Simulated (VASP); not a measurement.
Here is a VASP 6.6.1 calculation.

Contents of POSCAR:

```
GaN
1.0
    3.1623546985      0.0000000000      0.0000000000
   -1.5811773493      2.7386795047      0.0000000000
    0.0000000000      0.0000000000      5.1498429716
Ga N
2 2
Direct
    0.3333333333      0.6666666667     -0.0008663485
    0.6666666667      0.3333333333      0.4991336515
    0.3333333333      0.6666666667      0.3758663485
    0.6666666667      0.3333333333      0.8758663485
```

INCAR.step1

```
PREC = Accurate
ENCUT = 910
ISMEAR = 0
SIGMA = 0.01
LREAL = False
LASPH = True
NELM = 120
NBANDS = 26
GGA = PE
ALGO = Normal
EDIFF = 1E-5
LWAVE = True
LCHARG = False
GGA_COMPAT = False
```

INCAR.step2

```
PREC = Accurate
ENCUT = 910
EDIFF = 1E-6
ISMEAR = 0
SIGMA = 0.01
LREAL = False
LASPH = True
NELM = 120
ALGO = Normal
ISIF = 2
LWAVE = False
LCHARG = False
METAGGA = R2SCAN
LMIXTAU = True
NBANDS = 26
ISTART = 1
GGA_COMPAT = False
```

File KPOINTS:

```
regular mesh
0
Gamma
  8 8 4
```

Potentials or basis: VASP PAW PBE potentials, release 64 (Ga_d, N_h).

Run with:

```sh
$ cat potpaw_PBE.64/Ga_d/POTCAR potpaw_PBE.64/N_h/POTCAR > POTCAR
$ cp INCAR.step1 INCAR
$ mpirun -np 1 vasp_std > vasp.out
$ cp INCAR.step2 INCAR
$ mpirun -np 1 vasp_std > vasp.out
```

**Question.** Predict the band gap on the k mesh.

**Answer.** 2.48 eV.

**Question.** What does it give for the pressure?

**Answer.** 5.1 GPa.

Stress tensor (GPa, compression positive):
```
5.10 0.00 0.00
0.00 5.10 0.00
0.00 0.00 4.99
```

Caveat: the cutoff is under 1.25 times the usual one of these potentials, so pressure, stress and relaxed cells hold a basis-set (Pulay) error; the cell stands under pressure; the PAW data sets were made with another functional, which shifts forces and pressure a little.
